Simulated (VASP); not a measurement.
Here is a VASP 6.6.1 calculation.

INCAR

```
ALGO = Normal
EDIFF = 1E-7
EDIFFG = -0.005
ENCUT = 500
GGA = PE
GGA_COMPAT = False
IBRION = 2
ISIF = 3
ISMEAR = 0
LASPH = True
LCHARG = False
LREAL = False
LWAVE = False
NELM = 120
NELMIN = 4
NSW = 100
PREC = Accurate
SIGMA = 0.02
```

Contents of KPOINTS:

```
k-points
0
Gamma
  9 9 4
```

The input POSCAR:

```
SnS2
1.0
    3.7032017195      0.0000000000      0.0000000000
   -1.8516008597      3.2070667644      0.0000000000
    0.0000000000      0.0000000000      6.8277755264
Sn S
1 2
Direct
    0.0000000000      0.0000000000      0.0000000000
    0.3333333333      0.6666666667      0.2164393782
    0.6666666667      0.3333333333      0.7835606218
```

Potentials or basis: VASP PAW PBE potentials, release 64 (Sn_d, S).

Launch:

```console
$ cat potpaw_PBE.64/Sn_d/POTCAR potpaw_PBE.64/S/POTCAR > POTCAR
$ mpirun -np 1 vasp_std > vasp.out
```

Task: Estimate the relaxed volume.

Result: 26.99 Å³/atom.

Task: What does it give for the space group after relaxing (to 0.05 Å)?

Result: P-3m1 (No. 164).

Task: Estimate the relaxed cell.

Result: a = 3.700 Å, b = 3.700 Å, c = 6.828 Å, α = 90.00°, β = 90.00°, γ = 120.00°.

Task: Estimate the band gap on the k mesh.

Result: 1.60 eV, indirect (least direct gap 1.84 eV).

Final structure:
```cif
data_structure
_symmetry_space_group_name_H-M 'P 1'
_symmetry_Int_Tables_number 1
_cell_length_a 3.7004
_cell_length_b 3.7004
_cell_length_c 6.8280
_cell_angle_alpha 90.000
_cell_angle_beta 90.000
_cell_angle_gamma 120.000
_cell_volume 80.97
loop_
_atom_site_label
_atom_site_type_symbol
_atom_site_fract_x
_atom_site_fract_y
_atom_site_fract_z
_atom_site_occupancy
Sn1 Sn 0.00000 0.00000 0.00000 1
S1 S 0.33333 0.66667 0.21644 1
S2 S 0.66667 0.33333 0.78356 1
```

Caveat: spin-orbit coupling is left out, which moves the levels of the heavy elements; this functional lacks dispersion, which binds the layers, so the pressure and a relaxed spacing across them are unreliable. A k mesh can miss the band edges.
